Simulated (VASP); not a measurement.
WS2, 9 atoms in the cell. The cell holds a slab with vacuum, 9 atoms: a = 3.183 Å, b = 3.183 Å, c = 28.532 Å, α = 90.00°, β = 90.00°, γ = 120.00°. 

```yaml
Program: VASP 6.6.1
Task: single point
Functional: r2SCAN
Potentials_or_basis: VASP PAW PBE potentials, release 64 (W_sv, S)
Cutoff: 520 eV
k_mesh: 7 × 7 × 1
Occupations: fermi-dirac, width 0.05 eV
Spin: no spin polarisation
Hubbard_terms: W d U = 6.0 eV
Dipole_correction: no
Further_INCAR_settings: ALGO = Normal; EDIFF = 1e-07; NBANDS = 49
```

Potentials or basis: VASP PAW PBE potentials, release 64 (W_sv, S).

Run with:

```sh
$ cat potpaw_PBE.64/W_sv/POTCAR potpaw_PBE.64/S/POTCAR > POTCAR
$ cp INCAR.step1 INCAR
$ mpirun -np 1 vasp_std > vasp.out
$ cp INCAR.step2 INCAR
$ mpirun -np 1 vasp_std > vasp.out
```

Hardware: 1 thread of Intel(R) Xeon(R) 6975P-C (Granite Rapids), on a shared host.

**Question.** Estimate the wall time of this run.

**Answer.** Wall time 6 min on 1 thread of Intel(R) Xeon(R) 6975P-C (Granite Rapids) (shared host), peak memory 0.43 GiB. Counts: k points 8.
